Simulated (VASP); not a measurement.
Runs of VASP 6.6.1 on KCl (Sylvite). It takes space group Fm-3m (No. 225, cubic). Conventional cell: a = 6.290 Å, b = 6.290 Å, c = 6.290 Å, α = 90.00°, β = 90.00°, γ = 90.00°. K (site symmetry m-3m) has 6 Cl at 3.14 Å within 4.1 Å. Cl (site symmetry m-3m) has 6 K at 3.14 Å within 4.1 Å. 

```csv
level,k mesh,grid for exact exchange (PRECFOCK),screening parameter,gap on the mesh (eV),pressure (GPa)
PBE0,4 × 4 × 4,Normal,-,(b),0.4
HSE06,4 × 4 × 4,Normal,0.2079 1/Å,6.50,0.5
PBE,4 × 4 × 4,-,-,5.19,0.8
PBE,8 × 8 × 8,-,-,5.19,0.8
r2SCAN,4 × 4 × 4,-,-,(a),0.0
```

Alike in all rows: task single point; potentials or basis VASP PAW PBE potentials, release 64 (K_sv, Cl); no spin polarisation; cell as given; cutoff (eV) 520; smearing gaussian 0.01 eV.

Question: Fill in the values left out.

Answer: (a) 5.83; (b) 7.26.

Caveats: some runs use coarse meshes; the PAW data sets were made with another functional, which shifts forces and pressure a little (some runs).

A k mesh can miss the band edges.
